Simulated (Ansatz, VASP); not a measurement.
One calculation of Ni3Ge, two programs

```xyz
4
Lattice="3.4192 0.0000 0.0000 0.0000 3.4192 0.0000 0.0000 0.0000 3.4192" Properties=species:S:1:pos:R:3 pbc="T T T"
Ni    1.7096    0.0000    1.7096
Ni    0.0000    1.7096    1.7096
Ni    1.7096    1.7096    0.0000
Ge    0.0000    0.0000    0.0000
```

Change from the starting cell: strain -0.030 along x and y, -0.030 along z, atoms carried along.

Alike in both runs: task single point; functional PBEsol; k mesh 14 × 14 × 14; occupations gaussian, width 0.15 eV; no spin polarisation.

```csv
,VASP,Ansatz
version,VASP 6.6.1,Ansatz 0.2.0
potentials or method,"VASP PAW PBE potentials, release 64 (Ni, Ge_d), cutoff 520 eV","scalar-relativistic, plane waves, PAW"
valence electrons in the cell,44,68
```

|  | VASP | Ansatz | Ansatz less VASP |
| --- | --- | --- | --- |
| gap on the k mesh at the Fermi level (eV) | none | none | - |
| pressure (GPa) | 25.1 | 24.9 | -0.14 |

VASP's potentials were made for PBE, not for PBEsol. A gap of «none» marks a metal or a gap that the smearing closes. VASP's potentials hold 44 valence electrons a cell and Ansatz's 68, so a difference there can come from the potentials and not from the codes.
